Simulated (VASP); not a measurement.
Wanted: the native input for a VASP 6.6.1 run.

```
Task                   : single point
Functional             : PBEsol
Potentials or basis    : VASP PAW PBE potentials, release 64 (Zn, Bi_d)
Cutoff                 : 520 eV
k mesh                 : 4 × 4 × 4
Occupations            : gaussian, width 0.1 eV
Spin                   : no spin polarisation
Dipole correction      : no
Further INCAR settings : ALGO = Normal; EDIFF = 1e-07; NBANDS = 36
```

The structure of ZnBi3 lies in POSCAR:

```
ZnBi3
1.0
    4.8731640000      0.0000000000      0.0000000000
    0.0000000000      4.8731640000      0.0000000000
    0.0000000000      0.0000000000      4.8731640000
Zn Bi
1 3
Direct
    0.0000000000      0.0000000000      0.0000000000
    0.0000000000      0.5000000000      0.5000000000
    0.5000000000      0.0000000000      0.5000000000
    0.5000000000      0.5000000000      0.0000000000
```

The input as run:

INCAR

```
ALGO = Normal
EDIFF = 1E-7
ENCUT = 520
GGA = PS
ISIF = 2
ISMEAR = 0
LASPH = True
LCHARG = False
LREAL = False
LWAVE = False
NBANDS = 36
NELM = 100
PREC = Accurate
SIGMA = 0.1
```

KPOINTS

```
k-points
0
Gamma
  4 4 4
```

Potentials or basis: VASP PAW PBE potentials, release 64 (Zn, Bi_d).

The run is started by

```bash
$ cat potpaw_PBE.64/Zn/POTCAR potpaw_PBE.64/Bi_d/POTCAR > POTCAR
$ mpirun -np 1 vasp_std > vasp.out
```

It gave:

| Item | Value |
| --- | --- |
| Pressure | -2.2 GPa |
| Band gap on the k mesh | zero (an odd number of electrons rules out a gap without spin polarisation) |

Caveat: the PAW data sets were made with another functional, which shifts forces and pressure a little; spin-orbit coupling is left out, which moves the levels of the heavy elements.

Run time: 18 s on 1 thread of Intel(R) Xeon(R) 6975P-C (Granite Rapids), with other jobs on the host, peak memory 0.21 GiB.
